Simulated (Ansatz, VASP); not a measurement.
# Two plane-wave programs on AlN

```
Al N
1.0
     2.18399   -2.18399    0.00000
     2.18399    0.00000   -2.18399
     9.09983    8.55405    8.55405
Al N
6 6
Direct
  0.66146 0.66146 0.06247
  0.92538 0.92538 0.89580
  0.31425 0.31425 0.22913
  0.61981 0.61981 0.56247
  0.96703 0.96703 0.39580
  0.27260 0.27260 0.72913
  0.63023 0.63023 0.43747
  0.97744 0.97744 0.27080
  0.28301 0.28301 0.60413
  0.58858 0.58858 0.93747
  0.93579 0.93579 0.77080
  0.32466 0.32466 0.10413
```

Alike in both runs: task single point; functional r2SCAN; k mesh 8 × 8 × 2; occupations gaussian, width 0.05 eV; no spin polarisation.

|  | VASP | Ansatz |
| --- | --- | --- |
| version | VASP 6.6.1 | Ansatz 0.2.0 |
| potentials or method | VASP PAW PBE potentials, release 64 (Al, N), cutoff 520 eV | scalar-relativistic, plane waves, PAW |
| valence electrons in the cell | 48 | 48 |

|  | VASP | Ansatz | Ansatz less VASP |
| --- | --- | --- | --- |
| gap on the k mesh at the Fermi level (eV) | 3.68 | 3.68 | +0.008 |
| least direct gap on the mesh (eV) | 4.12 | 4.13 | +0.011 |
| pressure (GPa) | -0.4 | 0.0 | +0.39 |
| traceless stress, the component that is largest in VASP (GPa) | -3.01 | -2.99 | +0.014 |
| rms of the force components (eV/Å) | 0.241 | 0.241 | -0.0008 |

VASP's potentials were made for PBE, not for r2SCAN. Atom by atom the forces differ by 0.002 eV/Å (rms over components). The functional is the same, so the differences come from potentials, cutoffs and numerics.
